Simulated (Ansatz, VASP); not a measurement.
# One calculation of Fe, two programs

```
CELL_PARAMETERS angstrom
2.48190 0.00000 0.00000
-1.24095 2.14939 0.00000
0.00000 0.00000 3.91729
ATOMIC_POSITIONS crystal
Fe 0.33333 0.66667 0.25000
Fe 0.66667 0.33333 0.75000
```

Change from the starting cell: volume scaled by 1.06.

Alike in both runs: task single point; functional PBEsol; k mesh 17 × 17 × 10; occupations fermi-dirac, width 0.08 eV; no spin polarisation.

```csv
,VASP,Ansatz
version,VASP 6.6.1,Ansatz 0.2.0
potentials or method,"VASP PAW PBE potentials, release 64 (Fe), cutoff 520 eV","all-electron LAPW, scalar-relativistic"
```

```tsv
	VASP	Ansatz	Ansatz less VASP
pressure (GPa)	-17.6	-17.4	+0.19
traceless stress, the component that is largest in VASP (GPa)	-0.01	0.07	+0.077
```

VASP's potentials were made for PBE, not for PBEsol. Ansatz ran all-electron here, and VASP with PAW potentials.
